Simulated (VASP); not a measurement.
**SrY4: single point with PBE**

System: SrY4.

```
CELL_PARAMETERS angstrom
8.88407 0.10021 -0.04651
0.10021 9.60102 0.26214
-0.04651 0.26214 8.89118
ATOMIC_POSITIONS crystal
Y 0.06158 0.98582 0.18382
Y 0.60553 0.53167 0.94685
Y 0.86117 0.35394 0.69577
Y 0.74652 0.13433 0.01021
Y 0.95993 0.69559 0.47776
Y 0.77189 0.09929 0.40100
Y 0.71720 0.83345 0.74791
Y 0.96548 0.63644 0.99332
Y 0.44132 0.24017 0.18470
Y 0.29769 0.56709 0.24765
Y 0.11562 0.29258 0.41598
Y 0.72367 0.79742 0.20572
Y 0.09684 0.30964 0.00407
Y 0.05102 0.03933 0.72130
Y 0.58955 0.58134 0.52865
Y 0.78817 0.43486 0.27178
Sr 0.39060 0.91993 0.43066
Sr 0.24581 0.56258 0.74718
Sr 0.46984 0.20523 0.68125
Sr 0.38291 0.89279 0.96738
```

```
Program                : VASP 6.6.1
Task                   : single point
Functional             : PBE
Potentials or basis    : VASP PAW PBE potentials, release 64 (Y_sv, Sr_sv)
Cutoff                 : 520 eV
k mesh                 : 1 × 1 × 1, shifted
Occupations            : fermi-dirac, width 0.05 eV
Spin                   : no spin polarisation
Dipole correction      : no
Further INCAR settings : LREAL = Auto; ALGO = Normal; EDIFF = 1e-06; NBANDS = 124; ISYM = 0
```

```yaml
Pressure: -1.0 GPa
Largest_force: 0.781 eV/Å
```

Forces in eV/Å, atoms in the order of the input:
```
Y   -0.155 -0.145 -0.098
Y   -0.009 -0.351  0.202
Y   -0.065  0.421 -0.067
Y    0.591  0.152 -0.320
Y    0.238  0.066 -0.058
Y    0.389 -0.295  0.610
Y    0.298  0.423  0.008
Y    0.042  0.561  0.087
Y   -0.178  0.269  0.204
Y   -0.326  0.106 -0.232
Y    0.221 -0.252 -0.155
Y   -0.637 -0.153 -0.202
Y    0.126 -0.291  0.555
Y   -0.451 -0.263  0.120
Y   -0.056 -0.210  0.013
Y    0.232 -0.213 -0.615
Sr  -0.297 -0.417  0.233
Sr   0.228  0.092 -0.546
Sr  -0.100  0.617  0.198
Sr  -0.091 -0.118  0.064
```

Stress tensor (GPa, compression positive):
```
 0.17 -0.37 -0.13
-0.37 -1.29 -0.24
-0.13 -0.24 -1.81
```

Levels at points of the mesh, in eV from the Fermi level:
```tsv
k point	band 106	band 107	band 108	band 109	band 110	band 111
(0.25, 0.25, 0.25)	-0.13	-0.10	-0.03	0.02	0.11	0.16
```

Run time: 11 min on 1 thread of Intel Xeon 8259CL (shared host), peak memory 0.73 GiB.

Caveat: the k points lie up to 0.71 Å⁻¹ apart; the atoms stand as in a frame of molecular dynamics.
